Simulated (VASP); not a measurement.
Wanted: the native input for a VASP 6.6.1 run.

* Task: single point
* Functional: LDA
* Potentials or basis: VASP PAW LDA potentials, release 64 (Pb_d)
* Cutoff: 520 eV
* k mesh: 9 × 9 × 9
* Occupations: fermi-dirac, width 0.05 eV
* Spin: no spin polarisation
* Dipole correction: no
* Further INCAR settings: ALGO = Fast; EDIFF = 1e-06; NBANDS = 13

The structure of Pb lies in POSCAR:

```
Pb
1.0
   -1.9796595667      1.9796595667      1.9796595667
    1.9796595667     -1.9796595667      1.9796595667
    1.9796595667      1.9796595667     -1.9796595667
Pb
1
Direct
    0.0000000000      0.0000000000      0.0000000000
```

One way to write it, as run:

INCAR

```
SYSTEM = Pb
  PREC = Accurate
  ENCUT = 520
  EDIFF = 1E-6
  ISMEAR = -1
  SIGMA = 0.05
  LREAL = .FALSE.
  LASPH = .TRUE.
  NELM = 60
  ALGO = Fast
  ISIF = 2
  LWAVE = .FALSE.
  LCHARG = .FALSE.
  GGA = CA
  NBANDS = 13
```

KPOINTS

```
Automatic mesh
0
G
  9 9 9
  0 0 0
```

Potentials or basis: VASP PAW LDA potentials, release 64 (Pb_d).

Run with:

```console
$ cat potpaw_LDA.64/Pb_d/POTCAR > POTCAR
$ mpirun -np 1 vasp_std > vasp.out
```

Results of the run:

| Property | Result |
| --- | --- |
| Pressure | -3.3 GPa |
| Band gap on the k mesh | zero (band 7 reaches 14.10 eV, above the bottom of band 8 at 4.75 eV) |

Caveat: spin-orbit coupling is left out, which moves the levels of the heavy elements.

Wall time 26 s on 1 thread of Intel(R) Xeon(R) Platinum 8259CL CPU @ 2.50GHz (Skylake/Cascade Lake) (shared host), peak memory 0.14 GiB.
